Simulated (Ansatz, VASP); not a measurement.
# LiHF2: VASP beside Ansatz

```xyz
4
Lattice="1.4428 0.8330 4.3296 -1.4428 0.8330 4.3296 0.0000 -1.6660 4.3296" Properties=species:S:1:pos:R:3 pbc="T T T"
Li    0.0000    0.0000    0.0000
H     0.0000    0.0000    6.4944
F     0.0000    0.0000    5.3580
F     0.0000    0.0000    7.6308
```

Alike in both runs: task single point; functional LDA; k mesh 9 × 9 × 9; occupations gaussian, width 0.05 eV; no spin polarisation.

|  | VASP | Ansatz |
| --- | --- | --- |
| version | VASP 6.6.1 | Ansatz 0.2.0 |
| potentials or method | VASP PAW LDA potentials, release 64 (Li_sv, H, F), cutoff 520 eV | scalar-relativistic, plane waves, PAW |
| valence electrons in the cell | 18 | 18 |

VASP gave:

- gap on the k mesh at the Fermi level (eV): 8.22
- least direct gap on the mesh (eV): 8.44
- rms of the force components (eV/Å): 0.039

Task: What did Ansatz give for the same quantities?

Result: gap on the k mesh at the Fermi level (eV): 8.26; least direct gap on the mesh (eV): 8.48; rms of the force components (eV/Å): 0.000.

LDA's correlation is that of Perdew and Zunger in VASP and of Perdew and Wang (1992) in Ansatz. Atom by atom the forces differ by 0.039 eV/Å (rms over components).

Noted on VASP's run: the cutoff is under 1.25 times that of the potentials, so the pressure is a little rough.
